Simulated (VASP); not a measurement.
Sc3Al, 4 atoms in the cell. It takes space group P4/mmm (No. 123, tetragonal). Conventional cell: a = 4.244 Å, b = 4.244 Å, c = 4.506 Å, α = 90.00°, β = 90.00°, γ = 90.00°. Within 4.0 Å of Sc (site symmetry mmm) lie 8 Sc at 3.00 to 3.09 Å and 4 Al at 3.09 Å. Sc (site symmetry 4/mmm) has 4 Al at 3.00 Å and 8 Sc at 3.09 Å within 4.0 Å. Al (site symmetry 4/mmm) has 12 Sc at 3.00 to 3.09 Å within 4.0 Å.  This cell differs from its parent crystal: strain -0.030 along x and y, +0.030 along z.

```yaml
Program: VASP 6.6.1
Task: single point
Functional: PBEsol
Potentials_or_basis: VASP PAW PBE potentials, release 64 (Sc_sv, Al)
Cutoff: 520 eV
k_mesh: 12 × 12 × 12
Occupations: gaussian, width 0.15 eV
Spin: no spin polarisation
Dipole_correction: no
Further_INCAR_settings: ALGO = Fast; EDIFF = 1e-06; NBANDS = 26
```

Potentials or basis: VASP PAW PBE potentials, release 64 (Sc_sv, Al).

The run is started by

```console
$ cat potpaw_PBE.64/Sc_sv/POTCAR potpaw_PBE.64/Al/POTCAR > POTCAR
$ mpirun -np 1 vasp_std > vasp.out
```

Hardware: 1 thread of AMD EPYC 7R13 Processor (Zen 3) (shared host).

**Question.** Estimate the wall time of this run.

**Answer.** Run time: 5.5 min on 1 thread of AMD EPYC 7R13 Processor (Zen 3), on a shared host, peak memory 0.41 GiB. Counts: scf iterations 17, k points 196.
